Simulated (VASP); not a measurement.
A run of VASP 6.6.1 is set up as follows.

File INCAR:

```
SYSTEM = TiSi2
PREC = Accurate ; ENCUT = 520
EDIFF = 1E-6 ; ISMEAR = 0
SIGMA = 0.15 ; LREAL = .False.
LASPH = .True. ; NELM = 80
ALGO = Normal ; ISIF = 2
LWAVE = .False. ; LCHARG = .False.
GGA = PE ; NBANDS = 29
```

Contents of KPOINTS:

```
regular mesh
0
Gamma
  12 12 12
  0 0 0
```

The input POSCAR:

```
TiSi2
1.0
    1.6916143225     -7.0071157679      0.0000000000
    1.6916143225      7.0071157679      0.0000000000
    0.0000000000      0.0000000000      3.4134690223
Ti Si
2 4
Direct
    0.8968075259      0.1031924741      0.7500000000
    0.1031924741      0.8968075259      0.2500000000
    0.5591373592      0.4408626408      0.7500000000
    0.4408626408      0.5591373592      0.2500000000
    0.2498287182      0.7501712818      0.7500000000
    0.7501712818      0.2498287182      0.2500000000
```

Potentials or basis: VASP PAW PBE potentials, release 64 (Ti_sv, Si).

Command:

```bash
$ cat potpaw_PBE.64/Ti_sv/POTCAR potpaw_PBE.64/Si/POTCAR > POTCAR
$ mpirun -np 1 vasp_std > vasp.out
```

(1) Estimate the band gap on the k mesh.

(2) Predict the largest force.

(3) Estimate the pressure.

Answers

(1) zero (band 20 reaches 11.82 eV, above the bottom of band 21 at 10.84 eV).

(2) 0.525 eV/Å.

(3) 12.7 GPa.
